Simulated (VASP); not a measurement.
Set up this calculation in VASP 6.6.1, as the native input.

- Task: relaxation of cell and atoms
- Functional: PBE
- Potentials or basis: VASP PAW PBE potentials, release 64 (Yb)
- Cutoff: 600 eV
- k mesh: 17 × 17 × 17
- Occupations: fermi-dirac, width 0.08 eV
- Spin: no spin polarisation
- Target pressure: 84 GPa
- Dipole correction: no
- Further INCAR settings: ALGO = Normal; EDIFF = 1e-06; IBRION = 2; EDIFFG = -0.005; NSW = 60; ISIF = 3

The structure of Yb lies in POSCAR:

```
Yb
1.0
    0.0000000000      1.9369761942      1.9369761942
    1.9369761942      0.0000000000      1.9369761942
    1.9369761942      1.9369761942      0.0000000000
Yb
1
Direct
    0.0000000000      0.0000000000      0.0000000000
```

These files were run (other wordings do the same):

INCAR

```
SYSTEM = Yb
ALGO = Normal ; EDIFF = 1E-6
EDIFFG = -0.005 ; ENCUT = 600
GGA = PE ; IBRION = 2
ISIF = 3 ; ISMEAR = -1
LASPH = .True. ; LCHARG = .False.
LREAL = .False. ; LWAVE = .False.
NELM = 60 ; NSW = 60
PREC = Accurate ; PSTRESS = 840.0
SIGMA = 0.08
```

KPOINTS

```
k-points
0
Gamma
  17 17 17
  0 0 0
```

Potentials or basis: VASP PAW PBE potentials, release 64 (Yb).

Launch:

```sh
$ cat potpaw_PBE.64/Yb/POTCAR > POTCAR
$ mpirun -np 1 vasp_std > vasp.out
```

Results of the run:

```yaml
Relaxed_volume: 14.61 Å³/atom
Relaxed_cell: a = 2.744 Å, b = 2.744 Å, c = 2.744 Å, α = 60.00°, β = 60.00°, γ = 60.00°
Space_group_after_relaxing_to_0.05_Å: Fm-3m (No. 225)
Energy_change_on_relaxing_the_enthalpy_is_what_falls: -42.0 meV/atom
Ionic_steps: 10
Pressure_after_relaxing: 84.0 GPa
Band_gap_on_the_k_mesh: zero (band 12 reaches 6.10 eV, above the bottom of band 13 at 4.54 eV)
```

Caveat: the cell is relaxed towards a set pressure, so the enthalpy falls and the energy may rise; spin-orbit coupling is left out, which moves the levels of the heavy elements.

Run time: 3.5 min on 1 thread of Intel(R) Xeon(R) 6975P-C (Granite Rapids), with other jobs on the host, peak memory 0.23 GiB.
